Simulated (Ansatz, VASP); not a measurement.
## BN in VASP and in Ansatz

```
CELL_PARAMETERS angstrom
2.50611 0.00000 0.00000
-1.25306 2.17036 0.00000
0.00000 0.00000 9.29157
ATOMIC_POSITIONS crystal
B 0.00000 0.00000 0.00019
B 0.66667 0.33333 0.33353
B 0.33333 0.66667 0.66686
N 0.66667 0.33333 0.00071
N 0.33333 0.66667 0.33404
N 0.00000 0.00000 0.66737
```

Change from the starting cell: strain along c alone, the other axes held, atoms relaxed: -6.0 %.

Alike in both runs: task relaxation of the atoms; functional PBE; dispersion D3(BJ); k mesh 12 × 12 × 4; occupations gaussian, width 0.02 eV; no spin polarisation.

|  | VASP | Ansatz |
| --- | --- | --- |
| version | VASP 6.6.1 | Ansatz 0.2.0 |
| potentials or method | VASP PAW PBE potentials, release 64 (B, N), cutoff 520 eV | scalar-relativistic, plane waves, PAW |
| valence electrons in the cell | 24 | 24 |

|  | VASP | Ansatz | Ansatz less VASP |
| --- | --- | --- | --- |
| gap on the k mesh at the Fermi level, each at its own relaxed structure (eV) | 4.03 | 4.03 | +0.008 |

Ansatz's warnings: stress scf threshold loose.
